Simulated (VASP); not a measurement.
# GaN (wurtzite type) (P6_3mc) in VASP: a series of runs

The runs below take GaN (wurtzite type) through single point, with PBE.

Everything below comes from runs of VASP 6.6.1. Logs are shortened: lines on timing, memory, paths and dates and some standing lists are left out, and cuts for length are marked.

## (1) The cell of the first run

Symmetry: P6_3mc, No. 186, hexagonal system. The conventional cell has a = 3.032 Å, b = 3.032 Å, c = 4.946 Å, α = 90.00°, β = 90.00°, γ = 120.00°. Within 2.5 Å of Ga (site symmetry 3m) lie 4 N at 1.86 Å. Within 2.5 Å of N (site symmetry 3m) lie 4 Ga at 1.86 Å.

## (2) Single point, PBE

Contents of INCAR:

```
  ALGO = Normal
  EDIFF = 1E-7
  ENCUT = 520
  GGA = PE
  ISIF = 2
  ISMEAR = -1
  LASPH = True
  LCHARG = False
  LREAL = False
  LWAVE = False
  NBANDS = 26
  NELM = 60
  PREC = Accurate
  SIGMA = 0.08
```

Contents of KPOINTS:

```
k-points
0
Gamma
  12 12 7
```

Contents of POSCAR:

```
GaN
1.0
    3.0324819489      0.0000000000      0.0000000000
   -1.5162409744      2.6262064043      0.0000000000
    0.0000000000      0.0000000000      4.9463667855
Ga N
2 2
Direct
    0.3333333333      0.6666666667      0.0000341826
    0.6666666667      0.3333333333      0.5000341826
    0.3333333333      0.6666666667      0.3759658174
    0.6666666667      0.3333333333      0.8759658174
```

Potentials or basis: VASP PAW PBE potentials, release 64 (Ga_d, N).

Command:

```sh
$ cat potpaw_PBE.64/Ga_d/POTCAR potpaw_PBE.64/N/POTCAR > POTCAR
$ mpirun -np 1 vasp_std > vasp.out
```

OUTCAR:

```text
EDIFF = 1E-7
   ENCUT = 520
   GGA = PE
   ISIF = 2
   ISMEAR = -1
   LASPH = True
   LREAL = False
   NELM = 60
   PREC = Accurate

 ion  position               nearest neighbor table
   1  0.333  0.667  0.000-   4 1.86   4 1.86   4 1.86   3 1.86
   2  0.667  0.333  0.500-   3 1.86   3 1.86   3 1.86   4 1.86
   3  0.333  0.667  0.376-   2 1.86   2 1.86   2 1.86   1 1.86
   4  0.667  0.333  0.876-   1 1.86   1 1.86   1 1.86   2 1.86

  LATTYP: Found a hexagonal cell.
 ALAT       =     3.0324819489
 C/A-ratio  =     1.6311281877

  Lattice vectors:

 A1 = (   3.0324819489,   0.0000000000,   0.0000000000)
 A2 = (  -1.5162409744,   2.6262064043,   0.0000000000)
 A3 = (   0.0000000000,   0.0000000000,   4.9463667855)

Analysis of symmetry for initial positions (statically):
=====================================================================
 Subroutine PRICEL returns:
 Original cell was already a primitive cell.

 Routine SETGRP: Setting up the symmetry group for a
 hexagonal supercell.

 Subroutine GETGRP returns: Found 12 space group operations
 (whereof  6 operations were pure point group operations)
 out of a pool of 24 trial point group operations.

The static configuration has the point symmetry C_3v.
 The point group associated with its full space group is C_6v.

Analysis of symmetry for dynamics (positions and initial velocities):
=====================================================================
 Subroutine PRICEL returns:
 Original cell was already a primitive cell.

 Routine SETGRP: Setting up the symmetry group for a
 hexagonal supercell.

 Subroutine GETGRP returns: Found 12 space group operations
 (whereof  6 operations were pure point group operations)
 out of a pool of 24 trial point group operations.

The dynamic configuration has the point symmetry C_3v.
 The point group associated with its full space group is C_6v.

 Subroutine INISYM returns: Found 12 space group operations
 (whereof  6 operations are pure point group operations),
 and found     1 'primitive' translations

----------------------------------------------------------------------------------------

                                     Primitive cell

  volume of cell :      39.3925

  direct lattice vectors                    reciprocal lattice vectors
     3.032481949  0.000000000  0.000000000     0.329762886  0.190388691  0.000000000
    -1.516240974  2.626206404  0.000000000     0.000000000  0.380777382  0.000000000
     0.000000000  0.000000000  4.946366786     0.000000000  0.000000000  0.202168590

  length of vectors
     3.032481949  3.032481949  4.946366786     0.380777382  0.380777382  0.202168590

  position of ions in fractional coordinates (direct lattice)
     0.333333333  0.666666667  0.000034183
     0.666666667  0.333333333  0.500034183
     0.333333333  0.666666667  0.375965817
     0.666666667  0.333333333  0.875965817

  ion indices of the primitive-cell ions
   primitive index   ion index
                 1           1
                 2           2
                 3           3
                 4           4

----------------------------------------------------------------------------------------

 KPOINTS: k-points

Automatic generation of k-mesh.
 Grid dimensions read from file:
 generate k-points for:   12   12    7

 Generating k-lattice:

  Cartesian coordinates                     Fractional coordinates (reciprocal lattice)
     0.027480241  0.015865724  0.000000000     0.083333333  0.000000000  0.000000000
     0.000000000  0.031731449  0.000000000     0.000000000  0.083333333  0.000000000
     0.000000000  0.000000000  0.028881227     0.000000000  0.000000000  0.142857143

  Length of vectors
     0.031731449  0.031731449  0.028881227

  Shift w.r.t. Gamma in fractional coordinates (k-lattice)
     0.000000000  0.000000000  0.000000000

 Subroutine IBZKPT returns following result:
 ===========================================

 Found     76 irreducible k-points:

 Following reciprocal coordinates:
            Coordinates               Weight
  0.000000  0.000000  0.000000      1.000000
  0.083333  0.000000  0.000000      6.000000
  0.166667  0.000000  0.000000      6.000000
  0.250000  0.000000  0.000000      6.000000
  0.333333  0.000000  0.000000      6.000000
  0.416667  0.000000  0.000000      6.000000
[... 16 lines left out ...]
  0.250000  0.000000  0.142857     12.000000
  0.333333  0.000000  0.142857     12.000000
 [... further k-points ...]
   k-points           NKPTS =     76   k-points in BZ     NKDIM =     76   number of bands    NBANDS=     26
   number of dos      NEDOS =    301   number of ions     NIONS =      4
   total plane-waves  NPLWV =  23040
   dimension x,y,z NGX =    24 NGY =   24 NGZ =   40
   dimension x,y,z NGXF=    48 NGYF=   48 NGZF=   80
   ions per type =               2   2
   NGX,Y,Z   is equivalent  to a cutoff of  13.16, 13.16, 13.44 a.u.
   NGXF,Y,Z  is equivalent  to a cutoff of  26.31, 26.31, 26.89 a.u.
 SYSTEM =  unknown system
   PREC   = accura    normal or accurate (medium, high low for compatibility)
   ISTART =      0    job   : 0-new  1-cont  2-samecut
   ICHARG =      2    charge: 1-file 2-atom 10-const
   ISPIN  =      1    spin polarized calculation?
   LNONCOLLINEAR =      F non collinear calculations
   LSORBIT =      F    spin-orbit coupling
   LASPH  =      T    aspherical Exc in radial PAW
   ENCUT  =  520.0 eV  38.22 Ry    6.18 a.u.   5.64  5.64  9.20*2*pi/ulx,y,z
   NELM   =     60;   NELMIN=  2; NELMDL= -5     # of ELM steps
   EDIFF  = 0.1E-06   stopping-criterion for ELM
   LREAL  =      F    real-space projection
   EDIFFG = 0.1E-05   stopping-criterion for IOM
   NSW    =      0    number of steps for IOM
   IBRION =     -1    ionic relax: 0-MD 1-quasi-New 2-CG
   NFREE  =      0    steps in history (QN), initial steepest desc. (CG)
   ISIF   =      2    stress and relaxation
   ISYM   =      2    0-nonsym 1-usesym 2-fastsym
   POTIM  = 0.5000    time-step for ionic-motion
   TEBEG  =    0.0;   TEEND  =   0.0 temperature during run
   PSTRESS=    0.0 pullay stress
   NELECT =      36.0000    total number of electrons
   NUPDOWN=      -1.0000    fix difference up-down
   EMIN   =  10.00;   EMAX   =-10.00  energy-range for DOS
   EFERMI =   0.00;   METHOD = LEGACY
   ISMEAR =    -1;   SIGMA  =   0.08  broadening in eV -4-tet -1-fermi 0-gaus
   EFERMI_NEDOS =   21; number of points for ismear=-14 and -15
   IALGO  =     38    algorithm
   IMIX   =      4    mixing-type and parameters
     AMIX     =   0.40;   BMIX     =  1.00
     AMIX_MAG =   1.60;   BMIX_MAG =  1.00
  volume/ion in A,a.u.               =       9.85        66.46
  Fermi-wavevector in a.u.,A,eV,Ry     =   1.588685  3.002180 34.340028  2.523921
  Thomas-Fermi vector in A             =   2.687651
   LORBIT       =      0    0 simple, 1 ext, 2 COOP (PROOUT), +10 PAW based schemes
   GGA     = PE    functional components
   LHFCALC =     F    Hartree Fock is set to
   AEXX    =    0.0000 exact exchange contribution
   IVDW    =     0    specifies the selected vdW correction
   LEPSILON=     F    determine dielectric tensor
   LRPA    =     F    only Hartree local field effects (RPA)
 non-spin polarized calculation
  energy-cutoff  :      520.00
  volume of cell :       39.39
 maximum number of plane-waves:      1099
 NGX is ok and might be reduce to    24
   NGX = 11   NGY = 11   NGZ = 19

 number of electron      35.9999985 magnetization

 Free energy of the ion-electron system (eV)
  ---------------------------------------------------
  ext. energy  EPLUGINS =         0.00000000
  ---------------------------------------------------
  free energy    TOTEN  =       -23.40993372 eV

  energy without entropy =      -23.40993372  energy(sigma->0) =      -23.40993372

 E-fermi :   8.6502     XC(G=0): -12.4877

 val. band max:        7.0781229795   @ k =   0.0000   0.0000   0.0000
 cond. band min:       9.9742342525   @ k =   0.0000   0.0000   0.0000
 fundamental gap:      2.8961112730
 Fermi energy:         8.6502316821

 k-point     1 :       0.0000    0.0000    0.0000
  band No.  band energies     occupation
      1     -10.3021      2.00000
      2      -8.8970      2.00000
      3      -6.5856      2.00000
      4      -6.5619      2.00000
      5      -6.5619      2.00000
      6      -6.4656      2.00000
[... 18 lines left out ...]
     25      19.9208      0.00000
     26      19.9209      0.00000

 k-point     2 :       0.0833    0.0000    0.0000
  band No.  band energies     occupation
      1     -10.2134      2.00000
      2      -8.8677      2.00000
      3      -6.5782      2.00000
      4      -6.5467      2.00000
      5      -6.5432      2.00000
      6      -6.4559      2.00000
[... 18 lines left out ...]
     25      19.5322      0.00000
     26      20.1054      0.00000

 k-point     3 :       0.1667    0.0000    0.0000
  band No.  band energies     occupation
      1      -9.9652      2.00000
      2      -8.7937      2.00000
      3      -6.5464      2.00000
      4      -6.5093      2.00000
      5      -6.4935      2.00000
      6      -6.4160      2.00000
[... 18 lines left out ...]
     25      19.5500      0.00000
     26      20.5206      0.00000

 k-point     4 :       0.2500    0.0000    0.0000
  band No.  band energies     occupation
      1      -9.6153      2.00000
      2      -8.7082      2.00000
      3      -6.5093      2.00000
      4      -6.4719      2.00000
      5      -6.4163      2.00000
      6      -6.3080      2.00000
[... 18 lines left out ...]
     25      19.3234      0.00000
     26      21.0266      0.00000

 k-point     5 :       0.3333    0.0000    0.0000
  band No.  band energies     occupation
      1      -9.2624      2.00000
      2      -8.6427      2.00000
      3      -6.4971      2.00000
      4      -6.4524      2.00000
      5      -6.3563      2.00000
      6      -6.2355      2.00000
[... 18 lines left out ...]
     25      19.4801      0.00000
     26      21.7787      0.00000

 k-point     6 :       0.4167    0.0000    0.0000
  band No.  band energies     occupation
      1      -9.0121      2.00000
      2      -8.6103      2.00000
      3      -6.5048      2.00000
      4      -6.4483      2.00000
      5      -6.3194      2.00000
      6      -6.2472      2.00000
[... 427 lines left out ...]
 k-point    21 :       0.0833    0.0000    0.1429
  band No.  band energies     occupation
      1     -10.1387      2.00000
      2      -8.9126      2.00000
      3      -6.5709      2.00000
      4      -6.5446      2.00000
      5      -6.5396      2.00000
      6      -6.4635      2.00000
[... 18 lines left out ...]
     25      19.3958      0.00000
     26      19.8669      0.00000

 k-point    22 :       0.1667    0.0000    0.1429
  band No.  band energies     occupation
      1      -9.8960      2.00000
      2      -8.8292      2.00000
      3      -6.5426      2.00000
      4      -6.5056      2.00000
      5      -6.4923      2.00000
      6      -6.4213      2.00000
[... 18 lines left out ...]
     25      19.1433      0.00000
     26      20.3045      0.00000

 k-point    23 :       0.2500    0.0000    0.1429
  band No.  band energies     occupation
      1      -9.5559      2.00000
      2      -8.7316      2.00000
      3      -6.5106      2.00000
      4      -6.4647      2.00000
      5      -6.4286      2.00000
      6      -6.3169      2.00000
[... 18 lines left out ...]
     25      19.1796      0.00000
     26      20.8969      0.00000

 k-point    24 :       0.3333    0.0000    0.1429
  band No.  band energies     occupation
      1      -9.2167      2.00000
      2      -8.6552      2.00000
      3      -6.5030      2.00000
      4      -6.4413      2.00000
      5      -6.3754      2.00000
      6      -6.2452      2.00000
[... 18 lines left out ...]
     25      19.3842      0.00000
     26      21.5690      0.00000

 [... further k-points ...]
[... 5 lines left out ...]
  --------------------------------------------------------------------------------------
  -------------------------------------------------------------------------------------
  Total       10.9886182     10.9886182     11.0124886      0.0000000      0.0000000      0.0000000
  in kB      446.9307841    446.9307841    447.9016445      0.0000000      0.0000000      0.0000000
  external PRESSURE =     447.2544043 kB  Pullay stress =       0.0000000 kB

 VOLUME and BASIS-vectors are now :
 -----------------------------------------------------------------------------
  energy-cutoff  :      520.00
  volume of cell :       39.39
      direct lattice vectors                 reciprocal lattice vectors
     3.032481949  0.000000000  0.000000000     0.329762886  0.190388691  0.000000000
    -1.516240974  2.626206404  0.000000000     0.000000000  0.380777382  0.000000000
     0.000000000  0.000000000  4.946366786     0.000000000  0.000000000  0.202168590

 POSITION                                       TOTAL-FORCE (eV/Angst)
 -----------------------------------------------------------------------------------
     -0.00000      1.75080      0.00017        -0.000000      0.000000     -0.000108
      1.51624      0.87540      2.47335        -0.000000      0.000000     -0.000108
     -0.00000      1.75080      1.85966        -0.000000      0.000000      0.000108
      1.51624      0.87540      4.33285         0.000000      0.000000      0.000108
 -----------------------------------------------------------------------------------
    total drift:                               -0.000001     -0.000001     -0.000006

  FREE ENERGIE OF THE ION-ELECTRON SYSTEM (eV)
  ---------------------------------------------------
  free  energy   TOTEN  =       -23.4099337236 eV

  energy  without entropy=      -23.4099337233  energy(sigma->0) =      -23.40993372
```

It took 39 s on 1 thread of Intel Xeon 6975P-C (Granite Rapids), shared host; peak memory 0.2 GiB.

Results:

```yaml
Free_energy: -23.4099 eV
Pressure: 44.7 GPa
Band_gap_on_the_k_mesh: 2.90 eV, direct
```

A k mesh can miss the band edges. Expect the measured gap to be larger: semilocal functionals such as PBE lack the derivative discontinuity.

(Continued in part 2 of 2.)
